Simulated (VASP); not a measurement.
# Al6TeP2 (P6/mmm) in VASP: a series of runs

The runs below take Al6TeP2 through single point, with PBE.

Everything below comes from runs of VASP 6.6.1. Logs are shortened: lines on timing, memory, paths and dates and some standing lists are left out, and cuts for length are marked.

### 1 The cell of the first run

Symmetry: P6/mmm, No. 191, hexagonal system. The conventional cell has a = 4.481 Å, b = 4.481 Å, c = 7.199 Å, α = 90.00°, β = 90.00°, γ = 120.00°. Within 1.4 Å of Al (site symmetry m2m) lie 2 Al at 1.00 Å. Within 3.1 Å of Te (site symmetry 6/mmm) lie 2 P at 2.36 Å. P (site symmetry 6mm) has 6 Al at 1.59 Å within 2.1 Å.

The cell was generated, and may not be a known phase.

### 2 Single point, PBE

File INCAR:

```
SYSTEM = Al6TeP2
PREC = Accurate ; ENCUT = 520
EDIFF = 1E-7 ; ISMEAR = 0
SIGMA = 0.1 ; LREAL = .False.
LASPH = .True. ; NELM = 100
ALGO = Normal ; ISIF = 2
LWAVE = .False. ; LCHARG = .False.
GGA = PE ; NBANDS = 27
```

File KPOINTS:

```
regular mesh
0
Gamma
  6 6 4
  0 0 0
```

File POSCAR:

```
Al6TeP2
1.0
    4.4805357400      0.0000000000      0.0000000000
   -2.2402678700      3.8802577700      0.0000000000
    0.0000000000      0.0000000000      7.1991804100
Al Te P
6 1 2
Direct
    0.7763078100      0.0000000000      0.5000000000
    0.0000000000      0.7763078100      0.5000000000
    0.2236921900      0.2236921900      0.5000000000
    0.2236921900      0.0000000000      0.5000000000
    0.0000000000      0.2236921900      0.5000000000
    0.7763078100      0.7763078100      0.5000000000
    0.0000000000      0.0000000000      0.0000000000
    0.0000000000      0.0000000000      0.3284792000
    0.0000000000      0.0000000000      0.6715208000
```

Potentials or basis: VASP PAW PBE potentials, release 64 (Al, Te, P).

The run is started by

```bash
$ cat potpaw_PBE.64/Al/POTCAR potpaw_PBE.64/Te/POTCAR potpaw_PBE.64/P/POTCAR > POTCAR
$ mpirun -np 1 vasp_std > vasp.out
```

OUTCAR:

```text
SYSTEM = Al6TeP2
   PREC = Accurate
   ENCUT = 520
   EDIFF = 1E-7
   ISMEAR = 0
   LREAL = .False.
   LASPH = .True.
   NELM = 100
   ISIF = 2
   GGA = PE

 ion  position               nearest neighbor table
   1  0.776  0.000  0.500-   5 1.00   6 1.00   8 1.59   9 1.59   2 1.74   3 1.74   4 2.00   4 2.48
                             2 3.10   3 3.10   2 3.10   3 3.10
   2  0.000  0.776  0.500-   4 1.00   6 1.00   8 1.59   9 1.59   3 1.74   1 1.74   5 2.00   5 2.48
                             1 3.10   3 3.10   3 3.10   1 3.10
   3  0.224  0.224  0.500-   4 1.00   5 1.00   8 1.59   9 1.59   2 1.74   1 1.74   6 2.00   6 2.48
                             1 3.10   2 3.10   2 3.10   1 3.10
   4  0.224  0.000  0.500-   2 1.00   3 1.00   8 1.59   9 1.59   5 1.74   6 1.74   1 2.00   1 2.48
                             6 3.10   5 3.10   5 3.10   6 3.10
   5  0.000  0.224  0.500-   1 1.00   3 1.00   8 1.59   9 1.59   6 1.74   4 1.74   2 2.00   2 2.48
                             4 3.10   6 3.10   6 3.10   4 3.10
   6  0.776  0.776  0.500-   1 1.00   2 1.00   8 1.59   9 1.59   5 1.74   4 1.74   3 2.00   3 2.48
                             4 3.10   5 3.10   5 3.10   4 3.10
   7  0.000  0.000  0.000-   8 2.36   9 2.36
   8  0.000  0.000  0.328-   2 1.59   3 1.59   5 1.59   6 1.59   1 1.59   4 1.59   7 2.36   9 2.47

   9  0.000  0.000  0.672-   2 1.59   3 1.59   5 1.59   6 1.59   1 1.59   4 1.59   7 2.36   8 2.47

 -----------------------------------------------------------------------------
|                                                                             |
|           W    W    AA    RRRRR   N    N  II  N    N   GGGG   !!!           |
|           W    W   A  A   R    R  NN   N  II  NN   N  G    G  !!!           |
|           W    W  A    A  R    R  N N  N  II  N N  N  G       !!!           |
|           W WW W  AAAAAA  RRRRR   N  N N  II  N  N N  G  GGG   !            |
|           WW  WW  A    A  R   R   N   NN  II  N   NN  G    G                |
|           W    W  A    A  R    R  N    N  II  N    N   GGGG   !!!           |
|                                                                             |
|     The distance between some ions is very small. Please check the          |
|     nearest-neighbor list in the OUTCAR file.                               |
|     I HOPE YOU KNOW WHAT YOU ARE DOING!                                     |
|                                                                             |
 -----------------------------------------------------------------------------

  LATTYP: Found a hexagonal cell.
 ALAT       =     4.4805357400
 C/A-ratio  =     1.6067677679

  Lattice vectors:

 A1 = (   4.4805357400,   0.0000000000,   0.0000000000)
 A2 = (  -2.2402678700,   3.8802577700,   0.0000000000)
 A3 = (   0.0000000000,   0.0000000000,   7.1991804100)

Analysis of symmetry for initial positions (statically):
=====================================================================
 Subroutine PRICEL returns:
 Original cell was already a primitive cell.

 Routine SETGRP: Setting up the symmetry group for a
 hexagonal supercell.

 Subroutine GETGRP returns: Found 24 space group operations
 (whereof 24 operations were pure point group operations)
 out of a pool of 24 trial point group operations.

The static configuration has the point symmetry D_6h.

Analysis of symmetry for dynamics (positions and initial velocities):
=====================================================================
 Subroutine PRICEL returns:
 Original cell was already a primitive cell.

 Routine SETGRP: Setting up the symmetry group for a
 hexagonal supercell.

 Subroutine GETGRP returns: Found 24 space group operations
 (whereof 24 operations were pure point group operations)
 out of a pool of 24 trial point group operations.

The dynamic configuration has the point symmetry D_6h.

 Subroutine INISYM returns: Found 24 space group operations
 (whereof 24 operations are pure point group operations),
 and found     1 'primitive' translations

----------------------------------------------------------------------------------------

                                     Primitive cell

  volume of cell :     125.1623

  direct lattice vectors                    reciprocal lattice vectors
     4.480535740  0.000000000  0.000000000     0.223187596  0.128857419  0.000000000
    -2.240267870  3.880257770  0.000000000     0.000000000  0.257714837  0.000000000
     0.000000000  0.000000000  7.199180410     0.000000000  0.000000000  0.138904701

  length of vectors
     4.480535740  4.480535737  7.199180410     0.257714837  0.257714837  0.138904701

  position of ions in fractional coordinates (direct lattice)
     0.776307810  0.000000000  0.500000000
     0.000000000  0.776307810  0.500000000
     0.223692190  0.223692190  0.500000000
     0.223692190  0.000000000  0.500000000
     0.000000000  0.223692190  0.500000000
     0.776307810  0.776307810  0.500000000
[... 87 lines left out ...]
   EFERMI_NEDOS =   21; number of points for ismear=-14 and -15
   IALGO  =     38    algorithm
   IMIX   =      4    mixing-type and parameters
     AMIX     =   0.40;   BMIX     =  1.00
     AMIX_MAG =   1.60;   BMIX_MAG =  1.00
  volume/ion in A,a.u.               =      13.91        93.85
  Fermi-wavevector in a.u.,A,eV,Ry     =   1.060254  2.003590 15.294835  1.124139
  Thomas-Fermi vector in A             =   2.195629
   LORBIT       =      0    0 simple, 1 ext, 2 COOP (PROOUT), +10 PAW based schemes
   GGA     = PE    functional components
   LHFCALC =     F    Hartree Fock is set to
   AEXX    =    0.0000 exact exchange contribution
   IVDW    =     0    specifies the selected vdW correction
   LEPSILON=     F    determine dielectric tensor
   LRPA    =     F    only Hartree local field effects (RPA)
 non-spin polarized calculation
 Gauss-broadening in eV      SIGMA  =   0.10
  energy-cutoff  :      520.00
  volume of cell :      125.16
 maximum number of plane-waves:      3396
 NGX is ok and might be reduce to    36
   NGX = 17   NGY = 17   NGZ = 27

 number of electron      34.0000004 magnetization

 Free energy of the ion-electron system (eV)
  ---------------------------------------------------
  ext. energy  EPLUGINS =         0.00000000
  ---------------------------------------------------
  free energy    TOTEN  =       281.47281843 eV

  energy without entropy =      281.50062950  energy(sigma->0) =      281.48672397

 E-fermi :   8.9256     XC(G=0):  -9.6453

 val. band max:        8.8853703921   @ k =   0.1667   0.1667   0.0000
 cond. band min:       8.9349117319   @ k =   0.1667   0.1667   0.5000
 fundamental gap:      0.0495413397
 Fermi energy:         8.9255915153

 k-point     1 :       0.0000    0.0000    0.0000
  band No.  band energies     occupation
      1     -14.2497      2.00000
      2     -10.9873      2.00000
      3      -5.4317      2.00000
      4      -2.1971      2.00000
      5      -0.7108      2.00000
      6      -0.7108      2.00000
[... 19 lines left out ...]
     26      13.3643      0.00000
     27      14.4383      0.00000

 k-point     2 :       0.1667    0.0000    0.0000
  band No.  band energies     occupation
      1     -14.2389      2.00000
      2     -10.9820      2.00000
      3      -5.3292      2.00000
      4      -2.2081      2.00000
      5      -1.0656      2.00000
      6      -0.8206      2.00000
[... 19 lines left out ...]
     26      14.2767      0.00000
     27      14.3091      0.00000

 k-point     3 :       0.3333    0.0000    0.0000
  band No.  band energies     occupation
      1     -14.2172      2.00000
      2     -10.9715      2.00000
      3      -5.0779      2.00000
      4      -2.4121      2.00000
      5      -1.4764      2.00000
      6      -1.0167      2.00000
[... 504 lines left out ...]
      1     -14.2054      2.00000
      2     -10.9756      2.00000
      3      -4.5462      2.00000
      4      -2.8778      2.00000
      5      -2.4167      2.00000
      6      -1.4714      2.00000
[... 19 lines left out ...]
     26      13.3713      0.00000
     27      14.2462      0.00000

 k-point    21 :       0.3333    0.3333    0.5000
  band No.  band energies     occupation
      1     -14.2000      2.00000
      2     -10.9728      2.00000
      3      -4.4363      2.00000
      4      -2.8463      2.00000
      5      -2.1464      2.00000
      6      -2.1464      2.00000
[... 19 lines left out ...]
     26      13.4396      0.00000
     27      13.4396      0.00000

------------------------ aborting loop because EDIFF is reached ----------------------------------------

  FORCE on cell =-STRESS in cart. coord.  units (eV):
  Direction    XX          YY          ZZ          XY          YZ          ZX
  --------------------------------------------------------------------------------------
  -------------------------------------------------------------------------------------
  Total      348.1512182    348.1512175    271.9975321      0.0000000      0.0000000     -0.0000000
  in kB     4456.6129846   4456.6129767   3481.7851266      0.0000000      0.0000000     -0.0000000
  external PRESSURE =    4131.6703626 kB  Pullay stress =       0.0000000 kB

 VOLUME and BASIS-vectors are now :
 -----------------------------------------------------------------------------
  energy-cutoff  :      520.00
  volume of cell :      125.16
      direct lattice vectors                 reciprocal lattice vectors
     4.480535740  0.000000000  0.000000000     0.223187596  0.128857419  0.000000000
    -2.240267870  3.880257770  0.000000000     0.000000000  0.257714837  0.000000000
     0.000000000  0.000000000  7.199180410     0.000000000  0.000000000  0.138904701

 POSITION                                       TOTAL-FORCE (eV/Angst)
 -----------------------------------------------------------------------------------
      3.47827      0.00000      3.59959      -118.559798      0.000000     -0.000000
     -1.73914      3.01227      3.59959        59.279899   -102.675797     -0.000000
      0.50113      0.86798      3.59959        59.279899    102.675797     -0.000000
      1.00226      0.00000      3.59959       118.559798     -0.000000     -0.000000
     -0.50113      0.86798      3.59959       -59.279899    102.675797     -0.000000
      1.73914      3.01227      3.59959       -59.279899   -102.675797     -0.000000
      0.00000      0.00000      0.00000        -0.000000     -0.000000     -0.000000
      0.00000      0.00000      2.36478         0.000000     -0.000000   -105.243190
      0.00000      0.00000      4.83440         0.000000      0.000000    105.243190
 -----------------------------------------------------------------------------------
    total drift:                                0.000000      0.000000      0.000000

  FREE ENERGIE OF THE ION-ELECTRON SYSTEM (eV)
  ---------------------------------------------------
  free  energy   TOTEN  =       281.4728184296 eV

  energy  without entropy=      281.5006295009  energy(sigma->0) =      281.48672397
```

Wall time 3.3 min (1 thread of AMD EPYC 7R13, shared host); peak memory 0.25 GiB.

What came out:

| Property | Result |
| --- | --- |
| Free energy | 281.4728 eV |
| Pressure | 413.2 GPa |
| Largest force | 118.560 eV/Å |
| Band gap on the k mesh | zero (bands 17 and 18 overlap by 0.83 eV) |

Forces on the atoms (eV/Å):
```
Al  -118.560    0.000    0.000
Al    59.280 -102.676    0.000
Al    59.280  102.676    0.000
Al   118.560    0.000    0.000
Al   -59.280  102.676    0.000
Al   -59.280 -102.676    0.000
Te     0.000    0.000    0.000
P      0.000    0.000 -105.243
P      0.000    0.000  105.243
```

Caveat: atoms lie so close that the PAW spheres overlap strongly, which falsifies energies and pressures; the stress differs along the axes, from 348 to 446 GPa; spin-orbit coupling is left out, which moves the levels of the heavy elements; forces of over 1 eV/Å act on the atoms, so gaps and moduli don't describe the material at rest.

### 3 Single point, PBE

This run uses another cell than the first one, of 44.12 Å³/atom.

File INCAR:

```
  PREC = Accurate
  ENCUT = 520
  EDIFF = 1E-6
  ISMEAR = 0
  SIGMA = 0.1
  LREAL = F
  LASPH = T
  NELM = 60
  ALGO = Normal
  ISIF = 2
  LWAVE = F
  LCHARG = F
  GGA = PE
  NBANDS = 27
```

File KPOINTS:

```
Automatic mesh
0
Gamma
  6 6 4
```

File POSCAR:

```
Al6TeP2
1.0
    7.6740548510      0.0000000000      0.0000000000
   -3.8370274255      6.6459264510      0.0000000000
    0.0000000000      0.0000000000      7.7856070978
Al Te P
6 1 2
Direct
    0.6759139736      0.0000000000      0.5000000000
    0.0000000000      0.6759139736      0.5000000000
    0.3240860264      0.3240860264      0.5000000000
    0.3240860264      0.0000000000      0.5000000000
    0.0000000000      0.3240860264      0.5000000000
    0.6759139736      0.6759139736      0.5000000000
    0.0000000000      0.0000000000      0.0000000000
    0.0000000000      0.0000000000      0.3381396327
    0.0000000000      0.0000000000      0.6618603673
```

Potentials or basis: VASP PAW PBE potentials, release 64 (Al, Te, P).

The run is started by

```bash
$ cat potpaw_PBE.64/Al/POTCAR potpaw_PBE.64/Te/POTCAR potpaw_PBE.64/P/POTCAR > POTCAR
$ mpirun -np 1 vasp_std > vasp.out
```

It took 8.5 min on 1 thread of AMD EPYC 7R13, shared host; peak memory 0.59 GiB.

The run converged. Its results:

```yaml
Free_energy: -30.6725 eV
Pressure: 0.0 GPa
Band_gap_on_the_k_mesh: zero (bands 17 and 18 overlap by 0.71 eV)
```

Forces on the atoms (eV/Å):
```
Al   0.000  0.000  0.000
Al   0.000  0.000  0.000
Al   0.000  0.000  0.000
Al   0.000  0.000  0.000
Al   0.000  0.000  0.000
Al   0.000  0.000  0.000
Te   0.000  0.000  0.000
P    0.000  0.000  0.003
P    0.000  0.000 -0.003
```

Levels at points of the mesh, in eV from the Fermi level:
| k point | band 15 | band 16 | band 17 | band 18 | band 19 | band 20 |
| --- | --- | --- | --- | --- | --- | --- |
| (0.00, 0.00, 0.00) | -1.00 | 0.08 | 0.27 | 0.27 | 0.37 | 0.37 |
| (0.50, 0.00, 0.00) | -0.88 | -0.82 | -0.47 | 0.33 | 0.75 | 0.92 |
| (0.00, 0.00, 0.50) | -0.05 | 0.04 | 0.04 | 0.37 | 0.37 | 0.98 |
| (0.50, 0.00, 0.50) | -0.08 | 0.01 | 0.31 | 0.45 | 0.69 | 1.68 |

Caveat: spin-orbit coupling is left out, which moves the levels of the heavy elements.

### 4 Single point, PBE

This run uses another cell than the first one, of 44.12 Å³/atom.

File INCAR:

```
  ALGO = Normal
  EDIFF = 1E-6
  ENCUT = 520
  GGA = PE
  ISIF = 2
  ISMEAR = 0
  LASPH = True
  LCHARG = False
  LREAL = False
  LWAVE = False
  NBANDS = 27
  NELM = 60
  PREC = Accurate
  SIGMA = 0.1
```

File KPOINTS:

```
k-points
0
Gamma
  6 6 6
```

File POSCAR:

```
Al6TeP2
1.0
    7.6807499200      0.0000000000      0.0000000000
   -3.8403749600      6.6517245508      0.0000000000
    0.0000000000      0.0000000000      7.7721919154
Al Te P
6 1 2
Direct
    0.6760731713      0.0000000000      0.5000000000
    0.0000000000      0.6760731713      0.5000000000
    0.3239268287      0.3239268287      0.5000000000
    0.3239268287      0.0000000000      0.5000000000
    0.0000000000      0.3239268287      0.5000000000
    0.6760731713      0.6760731713      0.5000000000
    0.0000000000      0.0000000000      0.0000000000
    0.0000000000      0.0000000000      0.3386090787
    0.0000000000      0.0000000000      0.6613909213
```

The run is started by

```bash
$ cat potpaw_PBE.64/Al/POTCAR potpaw_PBE.64/Te/POTCAR potpaw_PBE.64/P/POTCAR > POTCAR
$ mpirun -np 1 vasp_std > vasp.out
```

It took 11 min on 1 thread of AMD EPYC 7R13, shared host; peak memory 0.65 GiB.

Results (log left out):

```
Free energy            : -30.7745 eV
Pressure               : 0.0 GPa
Largest force          : 0.017 eV/Å
Band gap on the k mesh : zero (bands 17 and 18 overlap by 0.70 eV)
```

Forces in eV/Å, atoms in the order of the input:
```
Al   0.003  0.000  0.000
Al  -0.001  0.002  0.000
Al  -0.001 -0.002  0.000
Al  -0.003  0.000  0.000
Al   0.001 -0.002  0.000
Al   0.001  0.002  0.000
Te   0.000  0.000  0.000
P    0.000  0.000  0.017
P    0.000  0.000 -0.017
```

Levels at points of the mesh, in eV from the Fermi level:
```tsv
k point	band 15	band 16	band 17	band 18	band 19	band 20
(0.00, 0.00, 0.00)	-1.03	-0.01	0.18	0.18	0.25	0.25
(0.50, 0.00, 0.00)	-0.89	-0.82	-0.59	0.21	0.66	0.80
(0.00, 0.00, 0.50)	-0.17	0.03	0.03	0.25	0.25	0.86
(0.50, 0.00, 0.50)	-0.08	0.00	0.19	0.35	0.57	1.59
```

Caveat: spin-orbit coupling is left out, which moves the levels of the heavy elements.

### 5 Summary

| cell | k mesh | gap on the mesh (eV) | pressure (GPa) | largest force (eV/Å) |
| --- | --- | --- | --- | --- |
| a = 4.481, b = 4.481, c = 7.199 Å, angles 90.0, 90.0, 120.0°, 9 atoms, atomic positions A | 6 × 6 × 4 | none | 413.2 | 118.56 |
| a = 7.674, b = 7.674, c = 7.786 Å, angles 90.0, 90.0, 120.0°, 9 atoms, atomic positions B | 6 × 6 × 4 | none | 0.0 | - |
| a = 7.681, b = 7.681, c = 7.772 Å, angles 90.0, 90.0, 120.0°, 9 atoms, atomic positions C | 6 × 6 × 6 | none | 0.0 | 0.02 |

Alike in all rows: task single point; level PBE; potentials or basis VASP PAW PBE potentials, release 64 (Al, Te, P); no spin polarisation; cutoff (eV) 520; smearing gaussian 0.1 eV.

Caveats: spin-orbit coupling is left out, which moves the levels of the heavy elements; atoms lie so close that the PAW spheres overlap strongly, which falsifies energies and pressures (at least some runs); the stress differs along the axes, from 348 to 446 GPa (at least some runs); forces of over 1 eV/Å act on the atoms, so gaps and moduli don't describe the material at rest (at least some runs).

Total energies depend on the potentials used, so only differences within one code and one set of settings carry meaning.

The gap in the log of VASP goes by the Fermi energy; the results here count the filled bands.